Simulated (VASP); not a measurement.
# LaPb3 (Pm-3m) in VASP: notebook

The runs below take LaPb3 through single point, with LDA.

Everything below comes from runs of VASP 6.6.1. Logs are shortened: lines on timing, memory, paths and dates and some standing lists are left out, and cuts for length are marked.

**1. The cell of the first run**

Symmetry: Pm-3m, No. 221, cubic system. The conventional cell has a = 4.767 Å, b = 4.767 Å, c = 4.767 Å, α = 90.00°, β = 90.00°, γ = 90.00°. La (site symmetry m-3m) has 12 Pb at 3.37 Å within 4.4 Å. Pb (site symmetry 4/mmm) has 4 La at 3.37 Å and 8 Pb at 3.37 Å within 4.4 Å.

**2. Single point, LDA**

Contents of INCAR:

```
SYSTEM = LaPb3
ALGO     = Normal         ! electronic algorithm
EDIFF    = 1E-6           ! SCF threshold, eV
ENCUT    = 520            ! plane-wave cutoff, eV
ISIF     = 2              ! what is computed and relaxed
ISMEAR   = 0              ! smearing method
LASPH    = .True.         ! aspherical terms in the spheres
LCHARG   = .False.        ! write CHGCAR
LREAL    = .False.        ! projectors in reciprocal space
LWAVE    = .False.        ! write WAVECAR
NBANDS   = 34             ! bands
NELM     = 100            ! most SCF steps
PREC     = Accurate       ! precision mode
SIGMA    = 0.1            ! smearing width, eV
```

Contents of KPOINTS:

```
k-points
0
Gamma
  5 5 5
  0 0 0
```

Contents of POSCAR:

```
LaPb3
1.0
    4.7674827099      0.0000000000      0.0000000000
    0.0000000000      4.7674827099      0.0000000000
    0.0000000000      0.0000000000      4.7674827099
La Pb
1 3
Direct
    0.0000000000      0.0000000000      0.0000000000
    0.0000000000      0.5000000000      0.5000000000
    0.5000000000      0.0000000000      0.5000000000
    0.5000000000      0.5000000000      0.0000000000
```

Potentials or basis: VASP PAW LDA potentials, release 64 (La, Pb_d).

Command:

```sh
$ cat potpaw_LDA.64/La/POTCAR potpaw_LDA.64/Pb_d/POTCAR > POTCAR
$ mpirun -np 1 vasp_std > vasp.out
```

OUTCAR:

```text
SYSTEM = LaPb3
   EDIFF = 1E-6
   ENCUT = 520
   ISIF = 2
   ISMEAR = 0
   LASPH = .True.
   LREAL = .False.
   NELM = 100
   PREC = Accurate

 ion  position               nearest neighbor table
   1  0.000  0.000  0.000-   2 3.37   3 3.37   4 3.37   2 3.37   3 3.37   2 3.37   4 3.37   2 3.37
                             3 3.37   4 3.37   3 3.37   4 3.37
   2  0.000  0.500  0.500-   1 3.37   3 3.37   4 3.37   1 3.37   4 3.37   1 3.37   3 3.37   1 3.37
                             3 3.37   4 3.37   4 3.37   3 3.37
   3  0.500  0.000  0.500-   1 3.37   2 3.37   4 3.37   1 3.37   4 3.37   2 3.37   4 3.37   4 3.37
                             1 3.37   2 3.37   1 3.37   2 3.37
   4  0.500  0.500  0.000-   1 3.37   2 3.37   3 3.37   2 3.37   3 3.37   1 3.37   3 3.37   3 3.37
                             1 3.37   2 3.37   2 3.37   1 3.37

  LATTYP: Found a simple cubic cell.
 ALAT       =     4.7674827099

  Lattice vectors:

 A1 = (   4.7674827099,   0.0000000000,   0.0000000000)
 A2 = (   0.0000000000,   4.7674827099,   0.0000000000)
 A3 = (   0.0000000000,   0.0000000000,   4.7674827099)

Analysis of symmetry for initial positions (statically):
=====================================================================
 Subroutine PRICEL returns:
 Original cell was already a primitive cell.

 Routine SETGRP: Setting up the symmetry group for a
 simple cubic supercell.

 Subroutine GETGRP returns: Found 48 space group operations
[... 9 lines left out ...]

 Routine SETGRP: Setting up the symmetry group for a
 simple cubic supercell.

 Subroutine GETGRP returns: Found 48 space group operations
[... 11 lines left out ...]
                                     Primitive cell

  volume of cell :     108.3596

  direct lattice vectors                    reciprocal lattice vectors
     4.767482710  0.000000000  0.000000000     0.209754300  0.000000000  0.000000000
     0.000000000  4.767482710  0.000000000     0.000000000  0.209754300  0.000000000
     0.000000000  0.000000000  4.767482710     0.000000000  0.000000000  0.209754300

  length of vectors
     4.767482710  4.767482710  4.767482710     0.209754300  0.209754300  0.209754300

  position of ions in fractional coordinates (direct lattice)
     0.000000000  0.000000000  0.000000000
     0.000000000  0.500000000  0.500000000
     0.500000000  0.000000000  0.500000000
     0.500000000  0.500000000  0.000000000

  ion indices of the primitive-cell ions
   primitive index   ion index
                 1           1
                 2           2
                 3           3
                 4           4
[... 55 lines left out ...]
   ENCUT  =  520.0 eV  38.22 Ry    6.18 a.u.   8.86  8.86  8.86*2*pi/ulx,y,z
   NELM   =    100;   NELMIN=  2; NELMDL= -5     # of ELM steps
   EDIFF  = 0.1E-05   stopping-criterion for ELM
   LREAL  =      F    real-space projection
   EDIFFG = 0.1E-04   stopping-criterion for IOM
   NSW    =      0    number of steps for IOM
   IBRION =     -1    ionic relax: 0-MD 1-quasi-New 2-CG
   NFREE  =      0    steps in history (QN), initial steepest desc. (CG)
   ISIF   =      2    stress and relaxation
   ISYM   =      2    0-nonsym 1-usesym 2-fastsym
   POTIM  = 0.5000    time-step for ionic-motion
   TEBEG  =    0.0;   TEEND  =   0.0 temperature during run
   PSTRESS=    0.0 pullay stress
   NELECT =      53.0000    total number of electrons
   NUPDOWN=      -1.0000    fix difference up-down
   EMIN   =  10.00;   EMAX   =-10.00  energy-range for DOS
   EFERMI =   0.00;   METHOD = LEGACY
   ISMEAR =     0;   SIGMA  =   0.10  broadening in eV -4-tet -1-fermi 0-gaus
   EFERMI_NEDOS =   21; number of points for ismear=-14 and -15
   IALGO  =     38    algorithm
   IMIX   =      4    mixing-type and parameters
     AMIX     =   0.40;   BMIX     =  1.00
     AMIX_MAG =   1.60;   BMIX_MAG =  1.00
  volume/ion in A,a.u.               =      27.09       182.81
  Fermi-wavevector in a.u.,A,eV,Ry     =   1.289865  2.437492 22.636724  1.663752
  Thomas-Fermi vector in A             =   2.421732
   LORBIT       =      0    0 simple, 1 ext, 2 COOP (PROOUT), +10 PAW based schemes
   GGA     = CA    functional components
   LHFCALC =     F    Hartree Fock is set to
   AEXX    =    0.0000 exact exchange contribution
   IVDW    =     0    specifies the selected vdW correction
   LEPSILON=     F    determine dielectric tensor
   LRPA    =     F    only Hartree local field effects (RPA)
 non-spin polarized calculation
 Gauss-broadening in eV      SIGMA  =   0.10
  energy-cutoff  :      520.00
  volume of cell :      108.36
 maximum number of plane-waves:      2945
 NGX is ok and might be reduce to    36
   NGX = 17   NGY = 17   NGZ = 17

 number of electron      53.0000003 magnetization

 Free energy of the ion-electron system (eV)
  ---------------------------------------------------
  ext. energy  EPLUGINS =         0.00000000
  ---------------------------------------------------
  free energy    TOTEN  =       -20.37060762 eV

  energy without entropy =      -20.36270814  energy(sigma->0) =      -20.36665788

 E-fermi :   8.8246     XC(G=0): -11.0398

 val. band max:        8.7767381790   @ k =   0.2000   0.2000   0.0000
 cond. band min:       9.2096196280   @ k =   0.4000   0.0000   0.0000
 fundamental gap:      0.4328814490
 Fermi energy:         8.8246048665

 k-point     1 :       0.0000    0.0000    0.0000
  band No.  band energies     occupation
      1     -23.5700      2.00000
      2      -8.0278      2.00000
      3      -8.0278      2.00000
      4      -8.0278      2.00000
      5      -8.0030      2.00000
      6      -7.8402      2.00000
[... 359 lines left out ...]
     33      11.0314      0.00000
     34      11.9419      0.00000

------------------------ aborting loop because EDIFF is reached ----------------------------------------

  FORCE on cell =-STRESS in cart. coord.  units (eV):
  Direction    XX          YY          ZZ          XY          YZ          ZX
  --------------------------------------------------------------------------------------
  -------------------------------------------------------------------------------------
  Total        1.9103076      1.9103076      1.9103076      0.0000000      0.0000000      0.0000000
  in kB       28.2453208     28.2453208     28.2453208      0.0000000      0.0000000      0.0000000
  external PRESSURE =      28.2453208 kB  Pullay stress =       0.0000000 kB

 VOLUME and BASIS-vectors are now :
 -----------------------------------------------------------------------------
  energy-cutoff  :      520.00
  volume of cell :      108.36
      direct lattice vectors                 reciprocal lattice vectors
     4.767482710  0.000000000  0.000000000     0.209754300  0.000000000  0.000000000
     0.000000000  4.767482710  0.000000000     0.000000000  0.209754300  0.000000000
     0.000000000  0.000000000  4.767482710     0.000000000  0.000000000  0.209754300

 POSITION                                       TOTAL-FORCE (eV/Angst)
 -----------------------------------------------------------------------------------
      0.00000      0.00000      0.00000         0.000000      0.000000      0.000000
      0.00000      2.38374      2.38374         0.000000      0.000000      0.000000
      2.38374      0.00000      2.38374         0.000000      0.000000      0.000000
      2.38374      2.38374      0.00000         0.000000      0.000000      0.000000
 -----------------------------------------------------------------------------------
    total drift:                                0.000000      0.000000      0.000000

  FREE ENERGIE OF THE ION-ELECTRON SYSTEM (eV)
  ---------------------------------------------------
  free  energy   TOTEN  =       -20.3706076249 eV

  energy  without entropy=      -20.3627081438  energy(sigma->0) =      -20.36665788
```

It took 24 s on 1 thread of Intel Xeon Platinum 8375C at 2.90GHz (Ice Lake), shared host; peak memory 0.18 GiB.

What came out:

* Free energy: -20.3706 eV
* Pressure: 2.8 GPa

Caveat: spin-orbit coupling is left out, which moves the levels of the heavy elements.

**3. Single point, LDA**

This run uses another cell than the first one, of 27.82 Å³/atom, 1.027 times its volume.

Contents of INCAR:

```
SYSTEM = LaPb3
ALGO     = Normal         ! electronic algorithm
EDIFF    = 1E-7           ! SCF threshold, eV
ENCUT    = 520            ! plane-wave cutoff, eV
GGA      = CA             ! functional
ISIF     = 2              ! what is computed and relaxed
ISMEAR   = 0              ! smearing method
LASPH    = .TRUE.         ! aspherical terms in the spheres
LCHARG   = .FALSE.        ! write CHGCAR
LREAL    = .FALSE.        ! projectors in reciprocal space
LWAVE    = .FALSE.        ! write WAVECAR
NBANDS   = 34             ! bands
NELM     = 100            ! most SCF steps
PREC     = Accurate       ! precision mode
SIGMA    = 0.1            ! smearing width, eV
```

Contents of KPOINTS:

```
k-points
0
G
  5 5 5
  0 0 0
```

Contents of POSCAR:

```
LaPb3
1.0
    4.8100517722      0.0000000000      0.0000000000
    0.0000000000      4.8100517722      0.0000000000
    0.0000000000      0.0000000000      4.8100517722
La Pb
1 3
Direct
    0.0000000000      0.0000000000      0.0000000000
    0.0000000000      0.5000000000      0.5000000000
    0.5000000000      0.0000000000      0.5000000000
    0.5000000000      0.5000000000      0.0000000000
```

Potentials or basis: VASP PAW LDA potentials, release 64 (La, Pb_d).

Command:

```sh
$ cat potpaw_LDA.64/La/POTCAR potpaw_LDA.64/Pb_d/POTCAR > POTCAR
$ mpirun -np 1 vasp_std > vasp.out
```

It took 26 s on 1 thread of Intel Xeon Platinum 8375C at 2.90GHz (Ice Lake), shared host; peak memory 0.19 GiB.

The run converged. Its results:

```yaml
Free_energy: -20.4063 eV
Pressure: 1.0 GPa
```

Levels at points of the mesh, in eV from the Fermi level:
```
           k point  band 23  band 24  band 25  band 26  band 27  band 28  band 29  band 30
(0.00, 0.00, 0.00)    -2.22    -2.22    -2.22     1.01     1.01     1.01     1.97     1.97
```

Caveat: spin-orbit coupling is left out, which moves the levels of the heavy elements.

**4. Single point, LDA**

This run uses another cell than the first one, of 28.55 Å³/atom, 1.054 times its volume.

Contents of INCAR:

```
PREC = Accurate
ENCUT = 520
EDIFF = 1E-6
ISMEAR = 0
SIGMA = 0.1
LREAL = F
LASPH = T
NELM = 80
ALGO = Normal
ISIF = 2
LWAVE = F
LCHARG = T
GGA = CA
LELF = T
LVHAR = T
NBANDS = 34
```

Contents of KPOINTS:

```
Automatic mesh
0
Gamma
  5 5 5
```

Contents of POSCAR:

```
LaPb3
1.0
    4.8518804089      0.0000000000      0.0000000000
    0.0000000000      4.8518804089      0.0000000000
    0.0000000000      0.0000000000      4.8518804089
La Pb
1 3
Direct
    0.0000000000      0.0000000000      0.0000000000
    0.0000000000      0.5000000000      0.5000000000
    0.5000000000      0.0000000000      0.5000000000
    0.5000000000      0.5000000000      0.0000000000
```

Command:

```sh
$ cat potpaw_LDA.64/La/POTCAR potpaw_LDA.64/Pb_d/POTCAR > POTCAR
$ mpirun -np 1 vasp_std > vasp.out
```

Wall time 26 s (1 thread of Intel Xeon Platinum 8375C at 2.90GHz (Ice Lake), shared host); peak memory 0.19 GiB.

It converged, with:

* Free energy: -20.4104 eV
* Pressure: -0.6 GPa

Levels at points of the mesh, in eV from the Fermi level:
```
           k point  band 24  band 25  band 26  band 27  band 28  band 29
(0.00, 0.00, 0.00)    -2.18    -2.18     0.98     0.98     0.98     1.89
```

Caveat: spin-orbit coupling is left out, which moves the levels of the heavy elements.

**5. Single point, LDA**

This run uses another cell than the first one, of 30.02 Å³/atom, 1.108 times its volume.

Contents of INCAR:

```
PREC = Accurate
ENCUT = 520
EDIFF = 1E-7
ISMEAR = 0
SIGMA = 0.1
LREAL = False
LASPH = True
NELM = 80
ALGO = Normal
ISIF = 2
LWAVE = False
LCHARG = False
GGA = CA
NBANDS = 34
```

Contents of KPOINTS:

```
regular mesh
0
Gamma
  5 5 5
```

Contents of POSCAR:

```
LaPb3
1.0
    4.9334398504      0.0000000000      0.0000000000
    0.0000000000      4.9334398504      0.0000000000
    0.0000000000      0.0000000000      4.9334398504
La Pb
1 3
Direct
    0.0000000000      0.0000000000      0.0000000000
    0.0000000000      0.5000000000      0.5000000000
    0.5000000000      0.0000000000      0.5000000000
    0.5000000000      0.5000000000      0.0000000000
```

Command:

```sh
$ cat potpaw_LDA.64/La/POTCAR potpaw_LDA.64/Pb_d/POTCAR > POTCAR
$ mpirun -np 1 vasp_std > vasp.out
```

It took 33 s on 1 thread of Intel Xeon Platinum 8375C at 2.90GHz (Ice Lake), shared host; peak memory 0.22 GiB.

Results (log left out):

```
Free energy : -20.3400 eV
Pressure    : -3.2 GPa
```

Levels at points of the mesh, in eV from the Fermi level:
| k point | band 22 | band 23 | band 24 | band 25 | band 26 | band 27 | band 28 | band 29 | band 30 | band 31 |
| --- | --- | --- | --- | --- | --- | --- | --- | --- | --- | --- |
| (0.00, 0.00, 0.00) | -6.67 | -2.10 | -2.10 | -2.10 | 0.91 | 0.91 | 0.91 | 1.73 | 1.74 | 1.84 |

Caveat: spin-orbit coupling is left out, which moves the levels of the heavy elements.

**6. Single point, LDA**

This run uses another cell than the first one, of 30.75 Å³/atom, 1.135 times its volume.

Contents of INCAR:

```
ALGO = Normal
EDIFF = 1E-7
ENCUT = 520
GGA = CA
ISIF = 2
ISMEAR = 0
LASPH = T
LCHARG = F
LREAL = F
LWAVE = F
NBANDS = 34
NELM = 80
PREC = Accurate
SIGMA = 0.1
```

Contents of KPOINTS:

```
k-points
0
Gamma
  5 5 5
```

Contents of POSCAR:

```
LaPb3
1.0
    4.9732273739      0.0000000000      0.0000000000
    0.0000000000      4.9732273739      0.0000000000
    0.0000000000      0.0000000000      4.9732273739
La Pb
1 3
Direct
    0.0000000000      0.0000000000      0.0000000000
    0.0000000000      0.5000000000      0.5000000000
    0.5000000000      0.0000000000      0.5000000000
    0.5000000000      0.5000000000      0.0000000000
```

Potentials or basis: VASP PAW LDA potentials, release 64 (La, Pb_d).

Command:

```sh
$ cat potpaw_LDA.64/La/POTCAR potpaw_LDA.64/Pb_d/POTCAR > POTCAR
$ mpirun -np 1 vasp_std > vasp.out
```

Run time: 34 s. Hardware: 1 thread of Intel Xeon Platinum 8375C at 2.90GHz (Ice Lake), shared host; peak memory 0.21 GiB.

It converged, with:

```
Free energy : -20.2727 eV
Pressure    : -4.3 GPa
```

Levels at points of the mesh, in eV from the Fermi level:
| k point | band 22 | band 23 | band 24 | band 25 | band 26 | band 27 | band 28 | band 29 | band 30 | band 31 |
| --- | --- | --- | --- | --- | --- | --- | --- | --- | --- | --- |
| (0.00, 0.00, 0.00) | -6.70 | -2.06 | -2.06 | -2.06 | 0.88 | 0.88 | 0.88 | 1.65 | 1.67 | 1.80 |

Caveat: spin-orbit coupling is left out, which moves the levels of the heavy elements.

**7. Single point, LDA**

This run uses another cell than the first one, of 31.48 Å³/atom, 1.162 times its volume.

Contents of INCAR:

```
ALGO     = Normal         # electronic algorithm
EDIFF    = 1E-6           # SCF threshold, eV
ENCUT    = 520            # plane-wave cutoff, eV
GGA      = CA             # functional
ISIF     = 2              # what is computed and relaxed
ISMEAR   = 0              # smearing method
LASPH    = True           # aspherical terms in the spheres
LCHARG   = False          # write CHGCAR
LREAL    = False          # projectors in reciprocal space
LWAVE    = False          # write WAVECAR
NBANDS   = 34             # bands
NELM     = 100            # most SCF steps
PREC     = Accurate       # precision mode
SIGMA    = 0.1            # smearing width, eV
```

KPOINTS is that of step 6.

Contents of POSCAR:

```
LaPb3
1.0
    5.0123882569      0.0000000000      0.0000000000
    0.0000000000      5.0123882569      0.0000000000
    0.0000000000      0.0000000000      5.0123882569
La Pb
1 3
Direct
    0.0000000000      0.0000000000      0.0000000000
    0.0000000000      0.5000000000      0.5000000000
    0.5000000000      0.0000000000      0.5000000000
    0.5000000000      0.5000000000      0.0000000000
```

Command:

```sh
$ cat potpaw_LDA.64/La/POTCAR potpaw_LDA.64/Pb_d/POTCAR > POTCAR
$ mpirun -np 1 vasp_std > vasp.out
```

It took 33 s on 1 thread of Intel Xeon Platinum 8375C at 2.90GHz (Ice Lake), shared host; peak memory 0.21 GiB.

It converged, with:

```
Free energy : -20.1877 eV
Pressure    : -5.2 GPa
```

Levels at points of the mesh, in eV from the Fermi level:
```
           k point  band 22  band 23  band 24  band 25  band 26  band 27  band 28  band 29  band 30  band 31
(0.00, 0.00, 0.00)    -6.73    -2.02    -2.02    -2.02     0.85     0.85     0.85     1.57     1.63     1.71
```

Caveat: spin-orbit coupling is left out, which moves the levels of the heavy elements.

**8. Summary**

| cell | gap on the mesh (eV) | pressure (GPa) |
| --- | --- | --- |
| a = 4.767 Å, 4 atoms | none | 2.8 |
| a = 4.810 Å, 4 atoms | none | 1.0 |
| a = 4.852 Å, 4 atoms | none | -0.6 |
| a = 4.933 Å, 4 atoms | none | -3.2 |
| a = 4.973 Å, 4 atoms | none | -4.3 |
| a = 5.012 Å, 4 atoms | none | -5.2 |

Alike in all rows: task single point; level LDA; potentials or basis VASP PAW LDA potentials, release 64 (La, Pb_d); no spin polarisation; k mesh 5 × 5 × 5; cutoff (eV) 520; smearing gaussian 0.1 eV.

Caveats: spin-orbit coupling is left out, which moves the levels of the heavy elements.

Total energies depend on the potentials used, so only differences within one code and one set of settings carry meaning.
